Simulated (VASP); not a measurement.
# CdF2 (Fm-3m) in VASP: a series of runs

The runs below take CdF2 through single point, with LDA, r2SCAN.

Program: VASP 6.6.1. These are calculated values, not measurements. Logs are shortened: lines on timing, memory, paths and dates and some standing lists are left out, and cuts for length are marked.

## 1. The cell of the first run

It takes space group Fm-3m (No. 225, cubic). Conventional cell: a = 5.494 Å, b = 5.494 Å, c = 5.494 Å, α = 90.00°, β = 90.00°, γ = 90.00°. Within 3.1 Å of Cd (site symmetry m-3m) lie 8 F at 2.38 Å. F (site symmetry -43m) has 4 Cd at 2.38 Å and 6 F at 2.75 Å within 3.1 Å.

## 2. Single point, LDA

INCAR reads:

```
SYSTEM = CdF2
PREC = Accurate ; ENCUT = 700
EDIFF = 1E-6 ; ISMEAR = -1
SIGMA = 0.05 ; LREAL = .False.
LASPH = .True. ; NELM = 120
ALGO = Normal ; ISIF = 2
LWAVE = .False. ; LCHARG = .False.
GGA = CA ; NBANDS = 24
GGA_COMPAT = .False.
```

KPOINTS reads:

```
regular mesh
0
Gamma
  9 9 9
  0 0 0
```

POSCAR reads:

```
CdF2
1.0
    0.0000000000      2.7468369436      2.7468369436
    2.7468369436      0.0000000000      2.7468369436
    2.7468369436      2.7468369436      0.0000000000
Cd F
1 2
Direct
    0.0000000000      0.0000000000      0.0000000000
    0.7500000000      0.7500000000      0.7500000000
    0.2500000000      0.2500000000      0.2500000000
```

Potentials or basis: VASP PAW LDA potentials, release 64 (Cd_sv_GW, F).

Started as:

```
$ cat potpaw_LDA.64/Cd_sv_GW/POTCAR potpaw_LDA.64/F/POTCAR > POTCAR
$ mpirun -np 1 vasp_std > vasp.out
```

OUTCAR:

```text
SYSTEM = CdF2
   PREC = Accurate
   ENCUT = 700
   EDIFF = 1E-6
   ISMEAR = -1
   LREAL = .False.
   LASPH = .True.
   NELM = 120
   ISIF = 2
   GGA = CA

 ion  position               nearest neighbor table
   1  0.000  0.000  0.000-
   2  0.750  0.750  0.750-
   3  0.250  0.250  0.250-

  LATTYP: Found a face centered cubic cell.
 ALAT       =     5.4936738872

  Lattice vectors:

 A1 = (   0.0000000000,   2.7468369436,   2.7468369436)
 A2 = (   2.7468369436,   0.0000000000,   2.7468369436)
 A3 = (   2.7468369436,   2.7468369436,   0.0000000000)

Analysis of symmetry for initial positions (statically):
=====================================================================
 Subroutine PRICEL returns:
 Original cell was already a primitive cell.

 Routine SETGRP: Setting up the symmetry group for a
 face centered cubic supercell.

 Subroutine GETGRP returns: Found 48 space group operations
 (whereof 48 operations were pure point group operations)
 out of a pool of 48 trial point group operations.

The static configuration has the point symmetry O_h .

Analysis of symmetry for dynamics (positions and initial velocities):
=====================================================================
 Subroutine PRICEL returns:
 Original cell was already a primitive cell.

 Routine SETGRP: Setting up the symmetry group for a
 face centered cubic supercell.

 Subroutine GETGRP returns: Found 48 space group operations
 (whereof 48 operations were pure point group operations)
 out of a pool of 48 trial point group operations.

The dynamic configuration has the point symmetry O_h .

 Subroutine INISYM returns: Found 48 space group operations
 (whereof 48 operations are pure point group operations),
 and found     1 'primitive' translations

----------------------------------------------------------------------------------------

                                     Primitive cell

  volume of cell :      41.4504

  direct lattice vectors                    reciprocal lattice vectors
     0.000000000  2.746836944  2.746836944    -0.182027550  0.182027550  0.182027550
     2.746836944  0.000000000  2.746836944     0.182027550 -0.182027550  0.182027550
     2.746836944  2.746836944  0.000000000     0.182027550  0.182027550 -0.182027550

[... 74 lines left out ...]
   NGXF,Y,Z  is equivalent  to a cutoff of  30.81, 30.81, 30.81 a.u.
 SYSTEM =  CdF2
   PREC   = accura    normal or accurate (medium, high low for compatibility)
   ISTART =      0    job   : 0-new  1-cont  2-samecut
   ICHARG =      2    charge: 1-file 2-atom 10-const
   ISPIN  =      1    spin polarized calculation?
   LNONCOLLINEAR =      F non collinear calculations
   LSORBIT =      F    spin-orbit coupling
   LASPH  =      T    aspherical Exc in radial PAW
   ENCUT  =  700.0 eV  51.45 Ry    7.17 a.u.   8.38  8.38  8.38*2*pi/ulx,y,z
   NELM   =    120;   NELMIN=  2; NELMDL= -5     # of ELM steps
   EDIFF  = 0.1E-05   stopping-criterion for ELM
   LREAL  =      F    real-space projection
   EDIFFG = 0.1E-04   stopping-criterion for IOM
   NSW    =      0    number of steps for IOM
   IBRION =     -1    ionic relax: 0-MD 1-quasi-New 2-CG
   NFREE  =      0    steps in history (QN), initial steepest desc. (CG)
   ISIF   =      2    stress and relaxation
   ISYM   =      2    0-nonsym 1-usesym 2-fastsym
   POTIM  = 0.5000    time-step for ionic-motion
   TEBEG  =    0.0;   TEEND  =   0.0 temperature during run
   PSTRESS=    0.0 pullay stress
   NELECT =      34.0000    total number of electrons
   NUPDOWN=      -1.0000    fix difference up-down
   EMIN   =  10.00;   EMAX   =-10.00  energy-range for DOS
   EFERMI =   0.00;   METHOD = LEGACY
   ISMEAR =    -1;   SIGMA  =   0.05  broadening in eV -4-tet -1-fermi 0-gaus
   EFERMI_NEDOS =   21; number of points for ismear=-14 and -15
   IALGO  =     38    algorithm
   IMIX   =      4    mixing-type and parameters
     AMIX     =   0.40;   BMIX     =  1.00
     AMIX_MAG =   1.60;   BMIX_MAG =  1.00
  volume/ion in A,a.u.               =      13.82        93.24
  Fermi-wavevector in a.u.,A,eV,Ry     =   1.532469  2.895946 31.952739  2.348460
  Thomas-Fermi vector in A             =   2.639670
   LORBIT       =      0    0 simple, 1 ext, 2 COOP (PROOUT), +10 PAW based schemes
   GGA     = CA    functional components
   LHFCALC =     F    Hartree Fock is set to
   AEXX    =    0.0000 exact exchange contribution
   IVDW    =     0    specifies the selected vdW correction
   LEPSILON=     F    determine dielectric tensor
   LRPA    =     F    only Hartree local field effects (RPA)
 non-spin polarized calculation
  energy-cutoff  :      700.00
  volume of cell :       41.45
 maximum number of plane-waves:      1807
 NGX is ok and might be reduce to    36
   NGX = 17   NGY = 17   NGZ = 17

 number of electron      34.0000007 magnetization

 Free energy of the ion-electron system (eV)
  ---------------------------------------------------
  ext. energy  EPLUGINS =         0.00000000
  ---------------------------------------------------
  free energy    TOTEN  =       -12.67666354 eV

  energy without entropy =      -12.67666354  energy(sigma->0) =      -12.67666354

 E-fermi :   0.8918     XC(G=0): -10.9731

 val. band max:       -0.3317034434   @ k =  -0.3333   0.4444   0.2222
 cond. band min:       2.3088338447   @ k =   0.0000   0.0000   0.0000
 fundamental gap:      2.6405372882
 Fermi energy:         0.8918021296

 k-point     1 :       0.0000    0.0000    0.0000
  band No.  band energies     occupation
      1     -98.1701      2.00000
      2     -59.5792      2.00000
      3     -59.5792      2.00000
      4     -59.5792      2.00000
      5     -20.4298      2.00000
      6     -19.4146      2.00000
[... 637 lines left out ...]
     23      18.3845      0.00000
     24      19.9235      0.00000

 [... further k-points ...]
[... 5 lines left out ...]
  --------------------------------------------------------------------------------------
  -------------------------------------------------------------------------------------
  Total       -2.8123158     -2.8123158     -2.8123158      0.0000000     -0.0000000      0.0000000
  in kB     -108.7041274   -108.7041274   -108.7041274      0.0000000     -0.0000000      0.0000000
  external PRESSURE =    -108.7041274 kB  Pullay stress =       0.0000000 kB

 VOLUME and BASIS-vectors are now :
 -----------------------------------------------------------------------------
  energy-cutoff  :      700.00
  volume of cell :       41.45
      direct lattice vectors                 reciprocal lattice vectors
     0.000000000  2.746836944  2.746836944    -0.182027550  0.182027550  0.182027550
     2.746836944  0.000000000  2.746836944     0.182027550 -0.182027550  0.182027550
     2.746836944  2.746836944  0.000000000     0.182027550  0.182027550 -0.182027550

 POSITION                                       TOTAL-FORCE (eV/Angst)
 -----------------------------------------------------------------------------------
      0.00000      0.00000      0.00000        -0.000000      0.000000      0.000000
      4.12026      4.12026      4.12026        -0.000000     -0.000000     -0.000000
      1.37342      1.37342      1.37342         0.000000      0.000000      0.000000
 -----------------------------------------------------------------------------------
    total drift:                               -0.000000      0.000000      0.000000

  FREE ENERGIE OF THE ION-ELECTRON SYSTEM (eV)
  ---------------------------------------------------
  free  energy   TOTEN  =       -12.6766635385 eV

  energy  without entropy=      -12.6766635384  energy(sigma->0) =      -12.67666354
```

stdout:

```text
POSCAR found type information on POSCAR CdF
 POSCAR found :  2 types and       3 ions
 scaLAPACK will be used
 LDA part: xc-table for (Slater(with rela. corr.)+CA(PZ))
 , standard interpolation
 POSCAR, INCAR and KPOINTS ok, starting setup
 FFT: planning ... GRIDC
 FFT: planning ... GRID_SOFT
 FFT: planning ... GRID
 WAVECAR not read
 entering main loop
```

Wall time 44 s (1 thread of Intel Xeon Platinum 8259CL at 2.50GHz (Skylake/Cascade Lake), shared host); peak memory 0.21 GiB.

What came out:

- Free energy: -12.6767 eV
- Pressure: -10.9 GPa
- Band gap on the k mesh: 2.64 eV (least direct gap 3.16 eV)

Caveat: the cell stands under tension; an odd mesh through Γ misses points on the zone boundary, where band edges can lie.

## 3. Single point, r2SCAN

This run uses another cell than the first one, of 13.03 Å³/atom.

POSCAR reads:

```
CdF2
1.0
    0.0000000000      2.6940000000      2.6940000000
    2.6940000000      0.0000000000      2.6940000000
    2.6940000000      2.6940000000      0.0000000000
Cd F
1 2
Direct
    0.0000000000      0.0000000000      0.0000000000
    0.7500000000      0.7500000000      0.7500000000
    0.2500000000      0.2500000000      0.2500000000
```

INCAR.step1 reads:

```
PREC = Accurate
ENCUT = 660
ISMEAR = -1
SIGMA = 0.05
LREAL = F
LASPH = T
NELM = 120
NBANDS = 24
GGA = PE
ALGO = Normal
EDIFF = 1E-5
LWAVE = T
LCHARG = F
GGA_COMPAT = F
```

INCAR.step2 reads:

```
PREC = Accurate
ENCUT = 660
EDIFF = 1E-6
ISMEAR = -1
SIGMA = 0.05
LREAL = F
LASPH = T
NELM = 120
ALGO = Normal
ISIF = 2
LWAVE = F
LCHARG = F
METAGGA = R2SCAN
LMIXTAU = T
NBANDS = 24
ISTART = 1
GGA_COMPAT = F
```

KPOINTS reads:

```
regular mesh
0
Gamma
  9 9 9
```

Potentials or basis: VASP PAW PBE potentials, release 64 (Cd_sv_GW, F).

Started as:

```
$ cat potpaw_PBE.64/Cd_sv_GW/POTCAR potpaw_PBE.64/F/POTCAR > POTCAR
$ cp INCAR.step1 INCAR
$ mpirun -np 1 vasp_std > vasp.out
$ cp INCAR.step2 INCAR
$ mpirun -np 1 vasp_std > vasp.out
```

Wall time 2.3 min (1 thread of AMD EPYC 7R13 (Zen 3), shared host); peak memory 0.19 GiB.

It converged, with:

```yaml
Free_energy: -33.8440 eV
Pressure: -0.5 GPa
Band_gap_on_the_k_mesh: 3.82 eV (least direct gap 4.30 eV)
```

Levels at points of the mesh, in eV from the valence-band top:
```
           k point  band 13  band 14  band 15  band 16  band 17  band 18  band 19  band 20  band 21  band 22
(0.00, 0.00, 0.00)    -0.96    -0.96    -0.49    -0.49    -0.49     3.82    13.64    13.64    13.64    17.97
```

Caveat: the PAW data sets were made with another functional, which shifts forces and pressure a little; an odd mesh through Γ misses points on the zone boundary, where band edges can lie.

## 4. Single point, r2SCAN

This run uses another cell than the first one, of 12.51 Å³/atom.

POSCAR reads:

```
CdF2
1.0
    0.0000000000      2.6575901313      2.6575901313
    2.6575901313      0.0000000000      2.6575901313
    2.6575901313      2.6575901313      0.0000000000
Cd F
1 2
Direct
    0.0000000000      0.0000000000      0.0000000000
    0.7500000000      0.7500000000      0.7500000000
    0.2500000000      0.2500000000      0.2500000000
```

INCAR.step1 reads:

```
ALGO = Normal
EDIFF = 1E-5
ENCUT = 770
GGA = PE
GGA_COMPAT = F
ISMEAR = -1
LASPH = T
LCHARG = F
LREAL = F
LWAVE = T
NBANDS = 24
NELM = 120
PREC = Accurate
SIGMA = 0.05
```

INCAR.step2 reads:

```
ALGO = Normal
EDIFF = 1E-6
ENCUT = 770
GGA_COMPAT = F
ISIF = 2
ISMEAR = -1
ISTART = 1
LASPH = T
LCHARG = F
LMIXTAU = T
LREAL = F
LWAVE = F
METAGGA = R2SCAN
NBANDS = 24
NELM = 120
PREC = Accurate
SIGMA = 0.05
```

KPOINTS reads:

```
k-points
0
Gamma
  9 9 9
```

Potentials or basis: VASP PAW PBE potentials, release 64 (Cd_sv_GW, F).

Started as:

```
$ cat potpaw_PBE.64/Cd_sv_GW/POTCAR potpaw_PBE.64/F/POTCAR > POTCAR
$ cp INCAR.step1 INCAR
$ mpirun -np 1 vasp_std > vasp.out
$ cp INCAR.step2 INCAR
$ mpirun -np 1 vasp_std > vasp.out
```

OUTCAR:

```text
EDIFF = 1E-6
   ENCUT = 770
   ISIF = 2
   ISMEAR = -1
   ISTART = 1
   LASPH = T
   LREAL = F
   METAGGA = R2SCAN
   NELM = 120
   PREC = Accurate

 ion  position               nearest neighbor table
   1  0.000  0.000  0.000-
   2  0.750  0.750  0.750-
   3  0.250  0.250  0.250-

  LATTYP: Found a face centered cubic cell.
 ALAT       =     5.3151802626

  Lattice vectors:

 A1 = (   0.0000000000,   2.6575901313,   2.6575901313)
 A2 = (   2.6575901313,   0.0000000000,   2.6575901313)
 A3 = (   2.6575901313,   2.6575901313,   0.0000000000)

Analysis of symmetry for initial positions (statically):
=====================================================================
 Subroutine PRICEL returns:
 Original cell was already a primitive cell.

 Routine SETGRP: Setting up the symmetry group for a
 face centered cubic supercell.

 Subroutine GETGRP returns: Found 48 space group operations
 (whereof 48 operations were pure point group operations)
 out of a pool of 48 trial point group operations.

The static configuration has the point symmetry O_h .

Analysis of symmetry for dynamics (positions and initial velocities):
=====================================================================
 Subroutine PRICEL returns:
 Original cell was already a primitive cell.

 Routine SETGRP: Setting up the symmetry group for a
 face centered cubic supercell.

 Subroutine GETGRP returns: Found 48 space group operations
 (whereof 48 operations were pure point group operations)
 out of a pool of 48 trial point group operations.

The dynamic configuration has the point symmetry O_h .

 Subroutine INISYM returns: Found 48 space group operations
 (whereof 48 operations are pure point group operations),
 and found     1 'primitive' translations

[... 102 lines left out ...]
   ISIF   =      2    stress and relaxation
   ISYM   =      2    0-nonsym 1-usesym 2-fastsym
   POTIM  = 0.5000    time-step for ionic-motion
   TEBEG  =    0.0;   TEEND  =   0.0 temperature during run
   PSTRESS=    0.0 pullay stress
   NELECT =      34.0000    total number of electrons
   NUPDOWN=      -1.0000    fix difference up-down
   EMIN   =  10.00;   EMAX   =-10.00  energy-range for DOS
   EFERMI =   0.00;   METHOD = LEGACY
   ISMEAR =    -1;   SIGMA  =   0.05  broadening in eV -4-tet -1-fermi 0-gaus
   EFERMI_NEDOS =   21; number of points for ismear=-14 and -15
   IALGO  =     38    algorithm
   IMIX   =      4    mixing-type and parameters
     AMIX     =   0.40;   BMIX     =  1.00
     AMIX_MAG =   1.60;   BMIX_MAG =  1.00
  volume/ion in A,a.u.               =      12.51        84.44
  Fermi-wavevector in a.u.,A,eV,Ry     =   1.583932  2.993197 34.134838  2.508840
  Thomas-Fermi vector in A             =   2.683627
   LORBIT       =      0    0 simple, 1 ext, 2 COOP (PROOUT), +10 PAW based schemes
   METAGGA = R2SCAN    functional components
   LHFCALC =     F    Hartree Fock is set to
   AEXX    =    0.0000 exact exchange contribution
   IVDW    =     0    specifies the selected vdW correction
   LEPSILON=     F    determine dielectric tensor
   LRPA    =     F    only Hartree local field effects (RPA)
 non-spin polarized calculation
  energy-cutoff  :      770.00
  volume of cell :       37.54
 maximum number of plane-waves:      1853
 NGX is ok and might be reduce to    36
   NGX = 17   NGY = 17   NGZ = 17

 number of electron      34.0000000 magnetization

 Free energy of the ion-electron system (eV)
  ---------------------------------------------------
  ext. energy  EPLUGINS =         0.00000000
  ---------------------------------------------------
  free energy    TOTEN  =       -33.82130948 eV

  energy without entropy =      -33.82130948  energy(sigma->0) =      -33.82130948

 E-fermi :   1.8181     XC(G=0): -11.4533

 val. band max:        0.4380461273   @ k =  -0.3333   0.4444   0.2222
 cond. band min:       4.4078619102   @ k =   0.0000   0.0000   0.0000
 fundamental gap:      3.9698157829
 Fermi energy:         1.8180984869

 k-point     1 :       0.0000    0.0000    0.0000
  band No.  band energies     occupation
      1    -100.4296      2.00000
      2     -60.6329      2.00000
      3     -60.6329      2.00000
      4     -60.6329      2.00000
      5     -21.6928      2.00000
      6     -20.5196      2.00000
[... 637 lines left out ...]
     23      21.5597      0.00000
     24      22.6413      0.00000

 [... further k-points ...]
[... 5 lines left out ...]
  --------------------------------------------------------------------------------------
  -------------------------------------------------------------------------------------
  Total        1.0969250      1.0969250      1.0969250      0.0000000      0.0000000      0.0000000
  in kB       46.8159145     46.8159145     46.8159145      0.0000000      0.0000000      0.0000000
  external PRESSURE =      46.8159145 kB  Pullay stress =       0.0000000 kB

 VOLUME and BASIS-vectors are now :
 -----------------------------------------------------------------------------
  energy-cutoff  :      770.00
  volume of cell :       37.54
      direct lattice vectors                 reciprocal lattice vectors
     0.000000000  2.657590131  2.657590131    -0.188140374  0.188140374  0.188140374
     2.657590131  0.000000000  2.657590131     0.188140374 -0.188140374  0.188140374
     2.657590131  2.657590131  0.000000000     0.188140374  0.188140374 -0.188140374

 POSITION                                       TOTAL-FORCE (eV/Angst)
 -----------------------------------------------------------------------------------
      0.00000      0.00000      0.00000        -0.000000     -0.000000     -0.000000
      3.98639      3.98639      3.98639        -0.000000      0.000000     -0.000000
      1.32880      1.32880      1.32880         0.000000     -0.000000      0.000000
 -----------------------------------------------------------------------------------
    total drift:                               -0.000000      0.000000      0.000000

  FREE ENERGIE OF THE ION-ELECTRON SYSTEM (eV)
  ---------------------------------------------------
  free  energy   TOTEN  =       -33.8213094757 eV

  energy  without entropy=      -33.8213094757  energy(sigma->0) =      -33.82130948
```

OSZICAR.step1:

```text
N       E                     dE             d eps       ncg     rms          rms(c)
DAV:   1     0.698075109591E+03    0.69808E+03   -0.24358E+04  1696   0.252E+03
DAV:   2     0.533923647129E+02   -0.64468E+03   -0.58519E+03  1688   0.734E+02
DAV:   3    -0.104051353707E+02   -0.63798E+02   -0.62858E+02  2528   0.255E+02
DAV:   4    -0.124598293616E+02   -0.20547E+01   -0.20540E+01  1888   0.494E+01
DAV:   5    -0.125381511560E+02   -0.78322E-01   -0.78319E-01  2552   0.102E+01    0.134E+01
DAV:   6    -0.109024830113E+02    0.16357E+01   -0.37949E+00  2472   0.464E+01    0.111E+01
DAV:   7    -0.109126843132E+02   -0.10201E-01   -0.44751E-01  1744   0.702E+00    0.732E+00
DAV:   8    -0.109121335152E+02    0.55080E-03   -0.12360E-01  2344   0.641E+00    0.144E+00
DAV:   9    -0.109038306520E+02    0.83029E-02   -0.36453E-02  2592   0.485E+00    0.353E-01
DAV:  10    -0.109038164896E+02    0.14162E-04   -0.26677E-03  2408   0.753E-01    0.182E-01
DAV:  11    -0.109038800477E+02   -0.63558E-04   -0.34527E-04  2432   0.530E-01    0.378E-02
DAV:  12    -0.109038830095E+02   -0.29619E-05   -0.40795E-05  2016   0.693E-02
   1 F= -.10903883E+02 E0= -.10903883E+02  d E =-.536200E-13
```

It took 3.3 min on 1 thread of Intel Xeon Platinum 8259CL at 2.50GHz (Skylake/Cascade Lake), shared host; peak memory 0.26 GiB.

Results:

```
Free energy            : -33.8213 eV
Pressure               : 4.7 GPa
Band gap on the k mesh : 3.97 eV (least direct gap 4.40 eV)
```

Caveat: the cell stands under pressure; the PAW data sets were made with another functional, which shifts forces and pressure a little; an odd mesh through Γ misses points on the zone boundary, where band edges can lie.

(Continued in part 2 of 2.)
